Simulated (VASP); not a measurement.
Set up this calculation in VASP 6.6.1, as the native input.

| Item | Value |
| --- | --- |
| Task | single point |
| Functional | PBEsol |
| Potentials or basis | VASP PAW PBE potentials, release 64 (Sc_sv, Cd) |
| Cutoff | 500 eV |
| k mesh | 6 × 6 × 6 |
| Occupations | fermi-dirac, width 0.15 eV |
| Spin | no spin polarisation |
| Dipole correction | no |
| Further INCAR settings | ALGO = Normal; EDIFF = 1e-06; NBANDS = 18 |

The structure of ScCd lies in POSCAR:

```
ScCd
1.0
    3.5262560000      0.0000000000      0.0000000000
    0.0000000000      3.5262560000      0.0000000000
    0.0000000000      0.0000000000      3.5262560000
Sc Cd
1 1
Direct
    0.5000000000      0.5000000000      0.5000000000
    0.0000000000      0.0000000000      0.0000000000
```

The input as run:

INCAR

```
  ALGO = Normal
  EDIFF = 1E-6
  ENCUT = 500
  GGA = PS
  GGA_COMPAT = False
  ISIF = 2
  ISMEAR = -1
  LASPH = True
  LCHARG = False
  LREAL = False
  LWAVE = False
  NBANDS = 18
  NELM = 120
  PREC = Accurate
  SIGMA = 0.15
```

KPOINTS

```
k-points
0
Gamma
  6 6 6
```

Potentials or basis: VASP PAW PBE potentials, release 64 (Sc_sv, Cd).

Run with:

```console
$ cat potpaw_PBE.64/Sc_sv/POTCAR potpaw_PBE.64/Cd/POTCAR > POTCAR
$ mpirun -np 1 vasp_std > vasp.out
```

It gave:

```yaml
Pressure: -2.4 GPa
```

Caveat: the PAW data sets were made with another functional, which shifts forces and pressure a little.

It took 15 s on 1 thread of Intel Xeon 8259CL (shared host), peak memory 0.16 GiB.
